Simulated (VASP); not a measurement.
A run of VASP 6.6.1:

INCAR

```
SYSTEM = Si
PREC = Accurate
ENCUT = 520
EDIFF = 1E-6
ISMEAR = 0
SIGMA = 0.03
LREAL = .False.
LASPH = .True.
NELM = 80
ALGO = Normal
ISIF = 2
LWAVE = .False.
LCHARG = .False.
NBANDS = 16
```

KPOINTS

```
regular mesh
0
Gamma
  10 10 10
  0 0 0
```

Contents of POSCAR:

```
Si
1.0
   -3.4252076187      3.4252076187      1.8647140902
    3.4252076187     -3.4252076187      1.8647140902
    3.4252076187      3.4252076187     -1.8647140902
Si
4
Direct
    0.1788010600      0.1788010600      0.3576021200
    0.8211989400      0.8211989400      0.6423978800
    0.1788010600      0.8211989400      0.0000000000
    0.8211989400      0.1788010600      0.0000000000
```

Potentials or basis: VASP PAW LDA potentials, release 64 (Si).

The run is started by

```console
$ cat potpaw_LDA.64/Si/POTCAR > POTCAR
$ mpirun -np 1 vasp_std > vasp.out
```

Hardware: 1 thread of Intel Xeon 8259CL (shared host).

**Question.** Estimate the wall time of this run.

**Answer.** It took 3.4 min on 1 thread of Intel Xeon 8259CL (shared host), peak memory 0.25 GiB. Counts: scf iterations 12, k points 102.
